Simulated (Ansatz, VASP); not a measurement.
## V in VASP and in Ansatz

Contents of INCAR:

```
PREC = Accurate
ENCUT = 520
EDIFF = 1E-7
ISMEAR = 0
SIGMA = 0.05
LREAL = False
LASPH = True
NELM = 150
ALGO = Normal
ISIF = 2
LWAVE = False
LCHARG = False
LNONCOLLINEAR = True
MAGMOM = 0 0 0.05
LORBIT = 11
LSORBIT = True
GGA_COMPAT = False
LORBMOM = True
LMAXMIX = 4
GGA = PE
NBANDS = 24
```

File KPOINTS:

```
regular mesh
0
Gamma
  20 20 20
```

File POSCAR:

```
V
1.0
   -1.4984322680      1.4984322680      1.4984322680
    1.4984322680     -1.4984322680      1.4984322680
    1.4984322680      1.4984322680     -1.4984322680
V
1
Direct
    0.0000000000      0.0000000000      0.0000000000
```

Input for Ansatz:

```yaml
crystal:
  lattice:
    - [-1.4984322683, 1.4984322683, 1.4984322683]
    - [1.4984322683, -1.4984322683, 1.4984322683]
    - [1.4984322683, 1.4984322683, -1.4984322683]
  atoms:
    - { symbol: V, position: [0.0, 0.0, 0.0], spin: 0.05, spin_axis: [0.0, 0.0, 1.0] }
basis:
  ecutwfc: 420
  ecutrho_ratio: 4
kpoints:
  mp_grid: { grid: [20, 20, 20] }
hamiltonian:
  xc: pbe
scf:
  occupations: { method: gaussian, width: 0.05 }
output:
  forces: true
  stress: true
  eigenvalues: true
  populations: true
magnetization:
  noncollinear: true
  spin_orbit: true
```

Alike in both runs: task single point; functional PBE; k mesh 20 × 20 × 20; occupations gaussian, width 0.05 eV; non-collinear spin, spin-orbit coupling.

|  | VASP | Ansatz |
| --- | --- | --- |
| version | VASP 6.6.1 | Ansatz 0.2.0 |
| potentials or method | VASP PAW PBE potentials, release 64 (V_sv), cutoff 520 eV | plane waves, PAW |
| valence electrons in the cell | 13 | 13 |

Ansatz gave:

| Item | Value |
| --- | --- |
| pressure (GPa) | 0.0 |
| net moment per atom (μB) | 0.00 |

Q: Which values does VASP return?

A: Pressure (GPa): 0.2; net moment per atom (μB): 0.00.

Ansatz's warnings: seeded moment not kept, stress scf threshold loose.
